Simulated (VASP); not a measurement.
Cu4Mo: single point with PBE

Crystal: Cu4Mo.

```
Cu Mo
1.0
     4.15929    0.00000    0.00000
    -2.07965    3.60205    0.00000
     0.00000    0.00000    4.80931
Cu Mo
4 1
Direct
  0.33333 0.66667 0.75665
  0.33333 0.66667 0.24335
  0.66667 0.33333 0.24335
  0.66667 0.33333 0.75665
  0.00000 0.00000 0.50000
```

```
Program             : VASP 6.6.1
Task                : single point
Functional          : PBE
Potentials or basis : VASP PAW PBE potentials, release 64 (Cu, Mo_sv)
Cutoff              : 520 eV
k mesh              : 12 × 12 × 8
Occupations         : gaussian, width 0.1 eV
Spin                : no spin polarisation
```

```json
{
 "Pressure": "0.3 GPa",
 "Band gap on the k mesh": "zero (band 29 reaches 7.81 eV, above the bottom of band 30 at 6.80 eV)"
}
```

Levels at points of the mesh, in eV from the Fermi level:
| k point | band 25 | band 26 | band 27 | band 28 | band 29 | band 30 | band 31 | band 32 | band 33 | band 34 |
| --- | --- | --- | --- | --- | --- | --- | --- | --- | --- | --- |
| (0.00, 0.00, 0.00) | -1.90 | -1.30 | -0.85 | -0.85 | 0.71 | 0.71 | 1.50 | 2.07 | 5.54 | 6.54 |
| (0.50, 0.00, 0.00) | -1.78 | -1.66 | -0.59 | -0.34 | -0.34 | 0.47 | 0.67 | 0.68 | 1.60 | 2.68 |
| (0.00, 0.00, 0.50) | -2.24 | -2.24 | -0.14 | -0.14 | 0.26 | 0.64 | 0.64 | 5.34 | 5.34 | 5.82 |
| (0.50, 0.00, 0.50) | -2.01 | -1.85 | -1.45 | -1.35 | -1.34 | 0.31 | 0.74 | 1.20 | 1.83 | 2.96 |

Run time: 3.4 min on 1 thread of Intel(R) Xeon(R) Platinum 8488C (Sapphire Rapids) (shared host), peak memory 0.34 GiB.
